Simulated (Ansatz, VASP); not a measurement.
# AlNi3 in VASP and in Ansatz

```
Al Ni
1.0
     0.34872    2.96935    2.96935
     2.96935    0.34872    2.96935
     2.96935    2.96935    0.34872
Al Ni
1 3
Cartesian
  3.1437 3.1437 3.1437
  1.5719 1.5719 1.5719
  0.0000 0.0000 0.0000
  4.7156 4.7156 4.7156
```

Alike in both runs: task single point; functional PBE; k mesh 14 × 14 × 14; occupations gaussian, width 0.15 eV; no spin polarisation.

|  | VASP | Ansatz |
| --- | --- | --- |
| version | VASP 6.6.1 | Ansatz 0.2.0 |
| potentials or method | VASP PAW PBE potentials, release 64 (Al, Ni), cutoff 520 eV | scalar-relativistic, plane waves, PAW |
| valence electrons in the cell | 33 | 57 |

```tsv
	VASP	Ansatz	Ansatz less VASP
gap on the k mesh at the Fermi level (eV)	none	none	-
pressure (GPa)	17.5	17.6	+0.07
traceless stress, the component that is largest in VASP (GPa)	-13.41	-13.52	-0.115
rms of the force components (eV/Å)	0.072	0.077	+0.0051
```

Atom by atom the forces differ by 0.005 eV/Å (rms over components). A gap of «none» marks a metal or a gap that the smearing closes. VASP's potentials hold 33 valence electrons a cell and Ansatz's 57, so a difference there can come from the potentials and not from the codes.
